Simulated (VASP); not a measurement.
# Cd2Te (P-3m1) in VASP: a series of runs, part 2 of 2

VASP 6.6.1.

### Step 3. Relaxation of shape and atoms at fixed volume, PBE (26.80 Å³/atom)

This run uses another cell than the first one, of 26.80 Å³/atom.

The input, INCAR:

```
SYSTEM = Cd2Te
PREC = Accurate
ENCUT = 500
EDIFF = 1E-7
ISMEAR = 0
SIGMA = 0.1
LREAL = .False.
LASPH = .True.
NELM = 120
ALGO = Normal
ISIF = 4
LWAVE = .False.
LCHARG = .False.
GGA = PE
IBRION = 2
NSW = 50
EDIFFG = -0.01
GGA_COMPAT = .False.
NELMIN = 4
```

The input, KPOINTS:

```
regular mesh
0
Gamma
  12 12 8
  0 0 0
```

The input, POSCAR:

```
Cd2Te
1.0
    4.2124928108      0.0000000000      0.0000000000
   -2.1062464054      3.6481257874      0.0000000000
    0.0000000000      0.0000000000      5.2319199301
Cd Te
2 1
Direct
    0.3333333333      0.6666666667      0.3286870916
    0.6666666667      0.3333333333      0.6713129084
    0.0000000000      0.0000000000      0.0000000000
```

Potentials or basis: VASP PAW PBE potentials, release 64 (Cd, Te).

On the command line:

```bash
> cat potpaw_PBE.64/Cd/POTCAR potpaw_PBE.64/Te/POTCAR > POTCAR
> mpirun -np 1 vasp_std > vasp.out
```

OUTCAR:

```text
SYSTEM = Cd2Te
   PREC = Accurate
   ENCUT = 500
   EDIFF = 1E-7
   ISMEAR = 0
   LREAL = .False.
   LASPH = .True.
   NELM = 120
   ISIF = 4
   GGA = PE
   IBRION = 2
   NSW = 50
   EDIFFG = -0.01
   NELMIN = 4

 ion  position               nearest neighbor table
   1  0.333  0.667  0.329-   3 2.98   3 2.98   3 2.98   2 3.02   2 3.02   2 3.02
   2  0.667  0.333  0.671-   3 2.98   3 2.98   3 2.98   1 3.02   1 3.02   1 3.02
   3  0.000  0.000  0.000-   1 2.98   2 2.98   1 2.98   2 2.98   2 2.98   1 2.98

  LATTYP: Found a hexagonal cell.
 ALAT       =     4.2124928108
 C/A-ratio  =     1.2420009161

  Lattice vectors:

 A1 = (   4.2124928108,   0.0000000000,   0.0000000000)
 A2 = (  -2.1062464054,   3.6481257874,   0.0000000000)
 A3 = (   0.0000000000,   0.0000000000,   5.2319199301)

Analysis of symmetry for initial positions (statically):
=====================================================================
 Subroutine PRICEL returns:
 Original cell was already a primitive cell.

 Routine SETGRP: Setting up the symmetry group for a
 hexagonal supercell.

 Subroutine GETGRP returns: Found 12 space group operations
 (whereof 12 operations were pure point group operations)
 out of a pool of 24 trial point group operations.

The static configuration has the point symmetry D_3d.

Analysis of symmetry for dynamics (positions and initial velocities):
=====================================================================
 Subroutine PRICEL returns:
 Original cell was already a primitive cell.

 Routine SETGRP: Setting up the symmetry group for a
 hexagonal supercell.

 Subroutine GETGRP returns: Found 12 space group operations
 (whereof 12 operations were pure point group operations)
 out of a pool of 24 trial point group operations.

The dynamic configuration has the point symmetry D_3d.

[... 126 lines left out ...]
   LHFCALC =     F    Hartree Fock is set to
   AEXX    =    0.0000 exact exchange contribution
   IVDW    =     0    specifies the selected vdW correction
   LEPSILON=     F    determine dielectric tensor
   LRPA    =     F    only Hartree local field effects (RPA)
 conjugate gradient relaxation of ions
 non-spin polarized calculation
 Gauss-broadening in eV      SIGMA  =   0.10
  energy-cutoff  :      500.00
  volume of cell :       80.40
 maximum number of plane-waves:      2065
 NGX is ok and might be reduce to    32
   NGX = 15   NGY = 15   NGZ = 19

--------------------------------------- Ionic step        1  -------------------------------------------

 number of electron      30.0000004 magnetization

 Free energy of the ion-electron system (eV)
  ---------------------------------------------------
  ext. energy  EPLUGINS =         0.00000000
  ---------------------------------------------------
  free energy    TOTEN  =        -4.97345899 eV

  energy without entropy =       -4.96916938  energy(sigma->0) =       -4.97131418

------------------------ aborting loop because EDIFF is reached ----------------------------------------

  FORCE on cell =-STRESS in cart. coord.  units (eV):
  Direction    XX          YY          ZZ          XY          YZ          ZX
  --------------------------------------------------------------------------------------
  -------------------------------------------------------------------------------------
  Total        1.4553033      1.4553033      1.4672338      0.0000000     -0.0000000      0.0000000
  in kB       28.9997355     28.9997355     29.2374739      0.0000000     -0.0000000      0.0000000
  external PRESSURE =      29.0789816 kB  Pullay stress =       0.0000000 kB
[... 98 lines left out ...]
--------------------------------------- Ionic step        4  -------------------------------------------

 number of electron      29.9999999 magnetization

 Free energy of the ion-electron system (eV)
  ---------------------------------------------------
  ext. energy  EPLUGINS =         0.00000000
  ---------------------------------------------------
  free energy    TOTEN  =        -4.97427366 eV

  energy without entropy =       -4.96994480  energy(sigma->0) =       -4.97210923

 E-fermi :   3.6440     XC(G=0):  -9.9471

 val. band max:        3.6243001489   @ k =   0.4167   0.1667   0.5000
 cond. band min:       3.6770731741   @ k =   0.0833   0.0000   0.3750
 fundamental gap:      0.0527730252
 Fermi energy:         3.6440237408

 k-point     1 :       0.0000    0.0000    0.0000
  band No.  band energies     occupation
      1      -8.2167      2.00000
      2      -5.3327      2.00000
      3      -5.3327      2.00000
      4      -5.1937      2.00000
      5      -5.0811      2.00000
      6      -5.0811      2.00000
[... 505 lines left out ...]
      6      -5.0346      2.00000
[... 11 lines left out ...]
     18       7.8813      0.00000
     19       8.1566      0.00000

 [... further k-points ...]

------------------------ aborting loop because EDIFF is reached ----------------------------------------

  FORCE on cell =-STRESS in cart. coord.  units (eV):
  Direction    XX          YY          ZZ          XY          YZ          ZX
  --------------------------------------------------------------------------------------
  -------------------------------------------------------------------------------------
  Total        1.4201392      1.4201392      1.3901177      0.0000000      0.0000000      0.0000000
  in kB       28.2990215     28.2990215     27.7007853      0.0000000      0.0000000      0.0000000
  external PRESSURE =      28.0996094 kB  Pullay stress =       0.0000000 kB
[... 18 lines left out ...]
  FREE ENERGIE OF THE ION-ELECTRON SYSTEM (eV)
  ---------------------------------------------------
  free  energy   TOTEN  =        -4.9742736619 eV

  energy  without entropy=       -4.9699447999  energy(sigma->0) =       -4.97210923

 reached required accuracy - stopping structural energy minimisation
```

CONTCAR:

```text
Cd2Te
   1.00000000000000
     4.2115661920107916    0.0000000000000000    0.0000000000000000
    -2.1057830960053958    3.6473233119869737    0.0000000000000000
     0.0000000000000000   -0.0000000000000000    5.2342224125580277
  Cd              Te
     2     1
Direct
     0.3333333332999970    0.6666666667000030    0.3309042879892266
     0.6666666667000030    0.3333333332999970    0.6690957120107736
     0.0000000000000000    0.0000000000000000    0.0000000000000000

  0.00000000E+00  0.00000000E+00  0.00000000E+00
  0.00000000E+00  0.00000000E+00  0.00000000E+00
  0.00000000E+00  0.00000000E+00  0.00000000E+00
```

Wall time 6.5 min (1 thread of Oxide Virtual Turin-like, shared host); peak memory 0.3 GiB.

Results:

| Property | Result |
| --- | --- |
| Free energy | -4.9743 eV |
| Energy gained by relaxing | 0.3 meV/atom |
| Ionic steps | 4 |
| Pressure after relaxing | 2.8 GPa |
| Band gap on the k mesh | zero (bands 15 and 16 overlap by 2.92 eV) |

Step by step:
| step | energy change (eV) | largest force (eV/Å) | pressure (GPa) | volume (Å³) |
| --- | --- | --- | --- | --- |
| 1 | 0.0000 | 0.0699 | 2.91 | 80.40 |
| 2 | -0.0004 | 0.0498 | 2.88 | 80.40 |
| 3 | -0.0008 | 0.0107 | 2.79 | 80.40 |
| 4 | -0.0008 | 0.0006 | 2.81 | 80.40 |

Final structure:
```
Cd Te
1.0
     4.21157    0.00000    0.00000
    -2.10578    3.64732    0.00000
     0.00000    0.00000    5.23422
Cd Te
2 1
Direct
  0.33333 0.66667 0.33090
  0.66667 0.33333 0.66910
  0.00000 0.00000 0.00000
```

Levels at points of the mesh, in eV from the Fermi level:
```tsv
k point	band 12	band 13	band 14	band 15	band 16	band 17	band 18	band 19
(0.00, 0.00, 0.00)	-4.10	-3.72	-0.47	-0.47	3.07	3.93	3.93	5.41
(0.50, 0.00, 0.00)	-5.52	-2.08	-1.91	-1.04	0.05	1.17	4.34	5.43
(0.00, 0.00, 0.50)	-6.48	-0.52	-0.52	0.64	1.42	5.37	5.37	5.67
(0.50, 0.00, 0.50)	-4.78	-3.81	-3.10	-1.27	2.10	2.22	2.67	6.83
```

Caveat: spin-orbit coupling is left out, which moves the levels of the heavy elements.

### Step 4. Relaxation of shape and atoms at fixed volume, PBE (27.66 Å³/atom)

This run uses another cell than the first one, of 27.66 Å³/atom.

The input, INCAR:

```
SYSTEM = Cd2Te
ALGO = Normal
EDIFF = 1E-7
EDIFFG = -0.01
ENCUT = 500
GGA = PE
GGA_COMPAT = .FALSE.
IBRION = 2
ISIF = 4
ISMEAR = 0
LASPH = .TRUE.
LCHARG = .FALSE.
LREAL = .FALSE.
LWAVE = .FALSE.
NELM = 120
NELMIN = 4
NSW = 50
PREC = Accurate
SIGMA = 0.1
```

The input, KPOINTS:

```
k-points
0
G
  12 12 8
  0 0 0
```

The input, POSCAR:

```
Cd2Te
1.0
    4.2575505949      0.0000000000      0.0000000000
   -2.1287752974      3.6871469731      0.0000000000
    0.0000000000      0.0000000000      5.2852274225
Cd Te
2 1
Direct
    0.3333333333      0.6666666667      0.3262313735
    0.6666666667      0.3333333333      0.6737686265
    0.0000000000      0.0000000000      0.0000000000
```

On the command line:

```bash
> cat potpaw_PBE.64/Cd/POTCAR potpaw_PBE.64/Te/POTCAR > POTCAR
> mpirun -np 1 vasp_std > vasp.out
```

Wall time 6 min (1 thread of Oxide Virtual Turin-like, shared host); peak memory 0.31 GiB.

It converged, with:

* Free energy: -5.0073 eV
* Energy gained by relaxing: 0.3 meV/atom
* Ionic steps: 3
* Pressure after relaxing: 1.4 GPa
* Band gap on the k mesh: zero (bands 15 and 16 overlap by 2.81 eV)

The path:
```tsv
step	energy change (eV)	largest force (eV/Å)	pressure (GPa)	volume (Å³)
1	0.0000	0.0716	1.46	82.97
2	-0.0004	0.0526	1.43	82.97
3	-0.0009	0.0014	1.35	82.97
```

Final structure:
```
Cd Te
1.0
     4.25561    0.00000    0.00000
    -2.12780    3.68547    0.00000
     0.00000    0.00000    5.29005
Cd Te
2 1
Direct
  0.33333 0.66667 0.32866
  0.66667 0.33333 0.67134
  0.00000 0.00000 0.00000
```

Levels at points of the mesh, in eV from the Fermi level:
| k point | band 13 | band 14 | band 15 | band 16 | band 17 | band 18 |
| --- | --- | --- | --- | --- | --- | --- |
| (0.00, 0.00, 0.00) | -3.62 | -0.49 | -0.49 | 3.00 | 3.91 | 3.91 |
| (0.50, 0.00, 0.00) | -2.02 | -1.85 | -1.04 | 0.05 | 1.22 | 4.36 |
| (0.00, 0.00, 0.50) | -0.53 | -0.53 | 0.62 | 1.27 | 5.30 | 5.30 |
| (0.50, 0.00, 0.50) | -3.66 | -3.00 | -1.26 | 2.10 | 2.13 | 2.70 |

Caveat: spin-orbit coupling is left out, which moves the levels of the heavy elements.

### Step 5. Summary

| cell | gap on the mesh (eV) | pressure (GPa) |
| --- | --- | --- |
| relaxed from a = 4.344, b = 4.344, c = 5.392 Å, angles 90.0, 90.0, 120.0°, 3 atoms, atomic positions A | none | -0.9 |
| relaxed from a = 4.212, b = 4.212, c = 5.232 Å, angles 90.0, 90.0, 120.0°, 3 atoms, atomic positions B | none | 2.8 |
| relaxed from a = 4.258, b = 4.258, c = 5.285 Å, angles 90.0, 90.0, 120.0°, 3 atoms, atomic positions A | none | 1.4 |

Alike in all rows: task relaxation of shape and atoms at fixed volume; level PBE; potentials or basis VASP PAW PBE potentials, release 64 (Cd, Te); no spin polarisation; k mesh 12 × 12 × 8; cutoff (eV) 500; smearing gaussian 0.1 eV.

Caveats: spin-orbit coupling is left out, which moves the levels of the heavy elements.

Absolute energies hang on the potentials; compare differences alone.

The gap in the log of VASP goes by the Fermi energy; the results here count the filled bands.